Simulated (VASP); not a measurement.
Wanted: the native input for a VASP 6.6.1 run.

```
Task                   : electric field gradients
Functional             : PBEsol
Potentials or basis    : VASP PAW PBE potentials, release 64 (Sn_d, Se)
Cutoff                 : 520 eV
k mesh                 : 10 × 10 × 6
Occupations            : gaussian, width 0.05 eV
Spin                   : no spin polarisation
Dipole correction      : no
Further INCAR settings : ALGO = Normal; EDIFF = 1e-08; NBANDS = 20
```

The structure of SnSe2 lies in POSCAR:

```
SnSe2
1.0
    3.8172006016      0.0000000000      0.0000000000
   -1.9086003008      3.3057926923      0.0000000000
    0.0000000000      0.0000000000      6.1667051912
Sn Se
1 2
Direct
    0.0000000000      0.0000000000      0.0000000000
    0.3333333333      0.6666666667      0.2573338118
    0.6666666667      0.3333333333      0.7426661882
```

The input as run:

INCAR

```
SYSTEM = SnSe2
ALGO = Normal ; EDIFF = 1E-8
ENCUT = 520 ; GGA = PS
ISIF = 2 ; ISMEAR = 0
LASPH = .TRUE. ; LCHARG = .FALSE.
LEFG = .TRUE. ; LREAL = .FALSE.
LWAVE = .FALSE. ; NBANDS = 20
NELM = 80 ; PREC = Accurate
SIGMA = 0.05
```

KPOINTS

```
k-points
0
G
  10 10 6
  0 0 0
```

Potentials or basis: VASP PAW PBE potentials, release 64 (Sn_d, Se).

Run with:

```console
$ cat potpaw_PBE.64/Sn_d/POTCAR potpaw_PBE.64/Se/POTCAR > POTCAR
$ mpirun -np 1 vasp_std > vasp.out
```

Results of the run:

The pressure is 0.1 GPa and the largest force is 0.019 eV/Å. The band gap on the k mesh is 0.53 eV (least direct gap 1.00 eV). The largest electric field gradient by atom is Sn +1.5; Se -58.9 V/Å².

Caveat: without QUAD_EFG the Cq values of the log hold for a quadrupole moment of 1 mb, not for the nuclei; the PAW data sets were made with another functional, which shifts forces and pressure a little; spin-orbit coupling is left out, which moves the levels of the heavy elements; this functional lacks dispersion, which binds the layers, so the pressure and a relaxed spacing across them are unreliable.

Run time: 62 s on 1 thread of AMD EPYC 9R45 96-Core Processor (Zen 5), on a shared host, peak memory 0.22 GiB.
